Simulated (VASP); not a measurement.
# ZnSiP2 (I-42d) in VASP: vibrations by perturbation theory with PBEsol

Aim: the vibrations by perturbation theory of ZnSiP2 with PBEsol.

All numbers are computed with VASP 6.6.1; they aren't measurements. Logs are shortened: lines on timing, memory, paths and dates and some standing lists are left out, and cuts for length are marked.

## Step 1: The cell of the first run

It takes space group I-42d (No. 122, tetragonal). Conventional cell: a = 5.353 Å, b = 5.353 Å, c = 10.446 Å, α = 90.00°, β = 90.00°, γ = 90.00°. Zn (site symmetry -4) has 4 P at 2.35 Å within 3.1 Å. P (site symmetry 2) has 2 Si at 2.25 Å and 2 Zn at 2.35 Å within 3.0 Å. Si (site symmetry -4) has 4 P at 2.25 Å within 3.0 Å.

## Step 2: Vibrations by perturbation theory, PBEsol

INCAR

```
ALGO = Normal ; EDIFF = 1E-8
ENCUT = 500 ; GGA = PS
GGA_COMPAT = F ; IBRION = 8
ISIF = 2 ; ISMEAR = 0
KPAR = 4 ; LASPH = T
LCHARG = F ; LEPSILON = T
LREAL = F ; LWAVE = F
NBANDS = 36 ; NELM = 120
NSW = 1 ; PREC = Accurate
SIGMA = 0.01
```

KPOINTS

```
k-points
0
Gamma
  6 6 6
```

POSCAR

```
ZnSiP2
1.0
   -2.6764216328      2.6764216328      5.2231033262
    2.6764216328     -2.6764216328      5.2231033262
    2.6764216328      2.6764216328     -5.2231033262
Zn P Si
2 4 2
Direct
    0.0000000000      0.0000000000      0.0000000000
    0.7500000000      0.2500000000      0.5000000000
    0.3750000000      0.3895443595      0.5145443595
    0.1395443595      0.6250000000      0.0145443595
    0.8750000000      0.8604556405      0.4854556405
    0.6104556405      0.1250000000     -0.0145443595
    0.5000000000      0.5000000000      0.0000000000
    0.2500000000      0.7500000000      0.5000000000
```

Potentials or basis: VASP PAW PBE potentials, release 64 (Zn, P, Si).

Run with:

```console
> cat potpaw_PBE.64/Zn/POTCAR potpaw_PBE.64/P/POTCAR potpaw_PBE.64/Si/POTCAR > POTCAR
> mpirun -np 4 vasp_std > vasp.out
```

OUTCAR:

```text
EDIFF = 1E-8
   ENCUT = 500
   GGA = PS
   IBRION = 8
   ISIF = 2
   ISMEAR = 0
   LASPH = T
   LEPSILON = T
   LREAL = F
   NELM = 120
   NSW = 1
   PREC = Accurate

 ion  position               nearest neighbor table
   1  0.000  0.000  0.000-   3 2.35   4 2.35   6 2.35   5 2.35
   2  0.750  0.250  0.500-   4 2.35   3 2.35   5 2.35   6 2.35
   3  0.375  0.390  0.515-   7 2.25   8 2.25   2 2.35   1 2.35
   4  0.140  0.625  0.015-   8 2.25   7 2.25   1 2.35   2 2.35
   5  0.875  0.860  0.485-   7 2.25   8 2.25   1 2.35   2 2.35
   6  0.610  0.125  0.985-   7 2.25   8 2.25   2 2.35   1 2.35
   7  0.500  0.500  0.000-   3 2.25   4 2.25   5 2.25   6 2.25
   8  0.250  0.750  0.500-   4 2.25   3 2.25   5 2.25   6 2.25

  LATTYP: Found a body centered tetragonal cell.
 ALAT       =     5.3528432656
 C/A-ratio  =     1.9515248503

  Lattice vectors:

 A1 = (  -2.6764216328,   2.6764216328,   5.2231033262)
 A2 = (   2.6764216328,  -2.6764216328,   5.2231033262)
 A3 = (   2.6764216328,   2.6764216328,  -5.2231033262)

Analysis of symmetry for initial positions (statically):
=====================================================================
 Subroutine PRICEL returns:
 Original cell was already a primitive cell.

 Routine SETGRP: Setting up the symmetry group for a
 body centered tetragonal supercell.

 Subroutine GETGRP returns: Found  8 space group operations
 (whereof  4 operations were pure point group operations)
 out of a pool of 16 trial point group operations.

The static configuration has the point symmetry S_4 .
 The point group associated with its full space group is D_2d.

Analysis of symmetry for dynamics (positions and initial velocities):
[... 1271 lines left out ...]
 SECOND DERIVATIVES (NOT SYMMETRIZED)
 ------------------------------------
               1X          1Y          1Z          2X          2Y          2Z          3X          3Y          3Z          4X          4Y          4Z          5X          5Y          5Z          6X          6Y          6Z          7X          7Y          7Z          8X          8Y          8Z
  1X    -7.727748    0.000472    0.000000   -0.039027    0.096018    0.000000    1.697472    1.773160    1.536578    1.945967   -1.708350    1.498469    1.697472    1.773160   -1.536578    1.945967   -1.708350   -1.498469    0.705956    0.198680    0.000000   -0.226059   -0.424790    0.000000
  1Y    -0.000472   -7.727748    0.000000   -0.096018   -0.039027    0.000000    1.708350    1.945967    1.498469   -1.773160    1.697472   -1.536578    1.708350    1.945967   -1.498469   -1.773160    1.697472    1.536578   -0.198680    0.705956    0.000000    0.424790   -0.226059    0.000000
  1Z     0.000000    0.000000   -7.525779    0.000000    0.000000    0.667148    1.684826    1.571991    1.870105    1.571991   -1.684826    1.870105   -1.684826   -1.571991    1.870105   -1.571991    1.684826    1.870105    0.000000    0.000000   -1.868734    0.000000    0.000000    1.246943
  2X    -0.039027   -0.096018    0.000000   -7.727748   -0.000472    0.000000    1.697472   -1.773160   -1.536578    1.945967    1.708350    1.498469    1.697472   -1.773160    1.536578    1.945967    1.708350   -1.498469   -0.226059    0.424790    0.000000    0.705956   -0.198680    0.000000
  2Y     0.096018   -0.039027    0.000000    0.000472   -7.727748    0.000000   -1.708350    1.945967    1.498469    1.773160    1.697472    1.536578   -1.708350    1.945967   -1.498469    1.773160    1.697472   -1.536578   -0.424790   -0.226059    0.000000    0.198680    0.705956    0.000000
  2Z     0.000000    0.000000    0.667148    0.000000    0.000000   -7.525779   -1.684826    1.571991    1.870105    1.571991    1.684826    1.870105    1.684826   -1.571991    1.870105   -1.571991   -1.684826    1.870105    0.000000    0.000000    1.246943    0.000000    0.000000   -1.868734
  3X     1.685990    1.708065    1.684464    1.685990   -1.708065   -1.684464  -12.752397    0.000000    0.000000    0.370819    0.669610   -0.256798    1.213977    0.000000    0.000000    0.370819   -0.669610    0.256798    3.712401    2.643457   -2.299782    3.712401   -2.643457    2.299782
  3Y     1.773230    1.932692    1.572529   -1.773230    1.932692    1.572529    0.000000  -12.885615    2.101361   -0.555693    0.369761    0.016315    0.000000    1.334262   -0.108237    0.555693    0.369761    0.016315    2.597966    3.473224   -2.585406   -2.597966    3.473224   -2.585406
  3Z     1.536879    1.498852    1.865761   -1.536879    1.498852    1.865761    0.000000    2.099944  -12.527260    0.016779   -0.256816    1.206158    0.000000    0.108527   -0.129842   -0.016779   -0.256816    1.206158   -2.269188   -2.346271    3.256632    2.269188   -2.346271    3.256632
  4X     1.932692   -1.773230    1.572529    1.932692    1.773230    1.572529    0.369761   -0.555693    0.016315  -12.885615    0.000000    2.101361    0.369761    0.555693    0.016315    1.334262    0.000000   -0.108237    3.473224   -2.597966   -2.585406    3.473224    2.597966   -2.585406
  4Y    -1.708065    1.685990   -1.684464    1.708065    1.685990    1.684464    0.669610    0.370819   -0.256798    0.000000  -12.752397    0.000000   -0.669610    0.370819    0.256798    0.000000    1.213977    0.000000   -2.643457    3.712401    2.299782    2.643457    3.712401   -2.299782
  4Z     1.498852   -1.536879    1.865761    1.498852    1.536879    1.865761   -0.256816    0.016779    1.206158    2.099944    0.000000  -12.527260   -0.256816   -0.016779    1.206158    0.108527    0.000000   -0.129842   -2.346271    2.269188    3.256632   -2.346271   -2.269188    3.256632
  5X     1.685990    1.708065   -1.684464    1.685990   -1.708065    1.684464    1.213977    0.000000    0.000000    0.370819   -0.669610   -0.256798  -12.752397    0.000000    0.000000    0.370819    0.669610    0.256798    3.712401    2.643457    2.299782    3.712401   -2.643457   -2.299782
  5Y     1.773230    1.932692   -1.572529   -1.773230    1.932692   -1.572529    0.000000    1.334262    0.108237    0.555693    0.369761   -0.016315    0.000000  -12.885615   -2.101361   -0.555693    0.369761   -0.016315    2.597966    3.473224    2.585406   -2.597966    3.473224    2.585406
  5Z    -1.536879   -1.498852    1.865761    1.536879   -1.498852    1.865761    0.000000   -0.108527   -0.129842    0.016779    0.256816    1.206158    0.000000   -2.099944  -12.527260   -0.016779    0.256816    1.206158    2.269188    2.346271    3.256632   -2.269188    2.346271    3.256632
  6X     1.932692   -1.773230   -1.572529    1.932692    1.773230   -1.572529    0.369761    0.555693   -0.016315    1.334262    0.000000    0.108237    0.369761   -0.555693   -0.016315  -12.885615    0.000000   -2.101361    3.473224   -2.597966    2.585406    3.473224    2.597966    2.585406
  6Y    -1.708065    1.685990    1.684464    1.708065    1.685990   -1.684464   -0.669610    0.370819   -0.256798    0.000000    1.213977    0.000000    0.669610    0.370819    0.256798    0.000000  -12.752397    0.000000   -2.643457    3.712401   -2.299782    2.643457    3.712401    2.299782
  6Z    -1.498852    1.536879    1.865761   -1.498852   -1.536879    1.865761    0.256816    0.016779    1.206158   -0.108527    0.000000   -0.129842    0.256816   -0.016779    1.206158   -2.099944    0.000000  -12.527260    2.346271   -2.269188    3.256632    2.346271    2.269188    3.256632
  7X     0.692645   -0.199063    0.000000   -0.237891   -0.424946    0.000000    3.712392    2.597680   -2.269378    3.473760   -2.642843   -2.347084    3.712392    2.597680    2.269378    3.473760   -2.642843    2.347084  -14.450641    0.000127    0.000000   -0.376418    0.714210    0.000000
  7Y     0.199063    0.692645    0.000000    0.424946   -0.237891    0.000000    2.642843    3.473760   -2.347084   -2.597680    3.712392    2.269378    2.642843    3.473760    2.347084   -2.597680    3.712392   -2.269378   -0.000127  -14.450641    0.000000   -0.714210   -0.376418    0.000000
  7Z     0.000000    0.000000   -1.865333    0.000000    0.000000    1.234962   -2.299300   -2.585091    3.256324   -2.585091    2.299300    3.256324    2.299300    2.585091    3.256324    2.585091   -2.299300    3.256324    0.000000    0.000000  -14.783232    0.000000    0.000000    2.388305
  8X    -0.237891    0.424946    0.000000    0.692645    0.199063    0.000000    3.712392   -2.597680    2.269378    3.473760    2.642843   -2.347084    3.712392   -2.597680   -2.269378    3.473760    2.642843    2.347084   -0.376418   -0.714210    0.000000  -14.450641   -0.000127    0.000000
  8Y    -0.424946   -0.237891    0.000000   -0.199063    0.692645    0.000000   -2.642843    3.473760   -2.347084    2.597680    3.712392   -2.269378   -2.642843    3.473760    2.347084    2.597680    3.712392    2.269378    0.714210   -0.376418    0.000000    0.000127  -14.450641    0.000000
  8Z     0.000000    0.000000    1.234962    0.000000    0.000000   -1.865333    2.299300   -2.585091    3.256324   -2.585091   -2.299300    3.256324   -2.299300    2.585091    3.256324    2.585091    2.299300    3.256324    0.000000    0.000000    2.388305    0.000000    0.000000  -14.783232

 Eigenvectors and eigenvalues of the dynamical matrix
 ----------------------------------------------------

   1 f  =   14.481598 THz    90.990563 2PiTHz  483.054107 cm-1    59.891049 meV
             X         Y         Z           dx          dy          dz
      0.000000  0.000000  0.000000     0.000000   -0.000000   -0.011035
      0.000000  2.676422  2.611552    -0.000000   -0.000000   -0.011035
      1.416064  1.338211  1.305776     0.000000   -0.274822    0.238740
      1.338211 -1.260357  3.917327    -0.274822    0.000000    0.238740
      1.260357  1.338211  6.528879     0.000000    0.274822    0.238740
      1.338211  3.936779 -1.305776     0.274822    0.000000    0.238740
      0.000000  0.000000  5.223103    -0.000000   -0.000000   -0.484593
      2.676422  0.000000  2.611552     0.000000   -0.000000   -0.484593
[... 243 lines left out ...]
  24 f/i=    0.019487 THz     0.122440 2PiTHz    0.650016 cm-1     0.080592 meV
             X         Y         Z           dx          dy          dz
      0.000000  0.000000  0.000000     0.441880   -0.116336   -0.000000
      0.000000  2.676422  2.611552     0.441554   -0.117566   -0.000000
      1.416064  1.338211  1.305776     0.305905   -0.080949    0.000230
      1.338211 -1.260357  3.917327     0.305741   -0.080993   -0.000868
      1.260357  1.338211  6.528879     0.305905   -0.080949   -0.000230
      1.338211  3.936779 -1.305776     0.305741   -0.080993    0.000868
      0.000000  0.000000  5.223103     0.291603   -0.077503   -0.000000
      2.676422  0.000000  2.611552     0.291750   -0.076948   -0.000000

--------------------------------------------------------------------------------------------------------

 MACROSCOPIC STATIC DIELECTRIC TENSOR IONIC CONTRIBUTION
 ------------------------------------------------------
           1.643851     0.000000    -0.000000
           0.000000     1.643851    -0.000000
          -0.000000    -0.000000     1.671269
 ------------------------------------------------------

 ELASTIC MODULI CONTR FROM IONIC RELAXATION (kBar)
 Direction    XX          YY          ZZ          XY          YZ          ZX
 --------------------------------------------------------------------------------
 XX         -42.7872     -9.7910     -5.2887     -0.0000      0.0000     -0.0000
 YY          -9.7910    -42.7872     -5.2887      0.0000      0.0000     -0.0000
 ZZ          -5.2887     -5.2887     -1.0639     -0.0000      0.0000     -0.0000
 XY          -0.0000      0.0000     -0.0000   -298.7534      0.0000      0.0000
 YZ          -0.0000      0.0000      0.0000     -0.0000   -306.4758     -0.0000
 ZX          -0.0000     -0.0000     -0.0000      0.0000     -0.0000   -301.6450
 --------------------------------------------------------------------------------

 PIEZOELECTRIC TENSOR IONIC CONTR  for field in x, y, z        (C/m^2)
          XX          YY          ZZ          XY          YZ          ZX
  --------------------------------------------------------------------------------
  x    -0.00000    -0.00000    -0.00000     0.00000     0.65619    -0.00000
  y     0.00000     0.00000     0.00000     0.00000     0.00000     0.65091
  z     0.00000    -0.00000     0.00000     0.63790     0.00000    -0.00000
```

Wall time 63 min (4 MPI ranks of Intel Xeon Platinum 8259CL at 2.50GHz (Skylake/Cascade Lake), shared host); peak memory 1.4 GiB.

What came out:

* Electronic dielectric tensor (diagonal): 10.79, 10.79, 10.94
* Born charges (mean of the diagonal): Zn +1.57; P -1.87; Si +2.16 e
* Highest phonon frequency at Γ: 483 cm⁻¹

Phonon frequencies in cm⁻¹ (negative: imaginary):
```tsv
q point	frequencies
(0.000, 0.000, 0.000)	-1 -1 0 101 101 130 143 179 179 257 257 323 325 329 329 333 345 378 454 454 461 482 482 483
```

Electronic dielectric tensor:
```
10.79  0.00  0.00
 0.00 10.79  0.00
 0.00  0.00 10.94
```

Born effective charge tensors (e):
atom 1, Zn
```
 1.66  0.03  0.00
-0.03  1.66  0.00
 0.00  0.00  1.40
```
atom 2, Zn
```
 1.66 -0.03  0.00
 0.03  1.66  0.00
 0.00  0.00  1.40
```
atom 3, P
```
-1.80  0.00  0.00
 0.00 -1.93  0.21
 0.00  0.13 -1.87
```
atom 4, P
```
-1.93  0.00  0.21
 0.00 -1.80  0.00
 0.13  0.00 -1.87
```
atom 5, P
```
-1.80  0.00  0.00
 0.00 -1.93 -0.21
 0.00 -0.13 -1.87
```
atom 6, P
```
-1.93  0.00 -0.21
 0.00 -1.80  0.00
-0.13  0.00 -1.87
```
atom 7, Si
```
 2.08 -0.10  0.00
 0.10  2.08  0.00
 0.00  0.00  2.34
```
atom 8, Si
```
 2.08  0.10  0.00
-0.10  2.08  0.00
 0.00  0.00  2.34
```
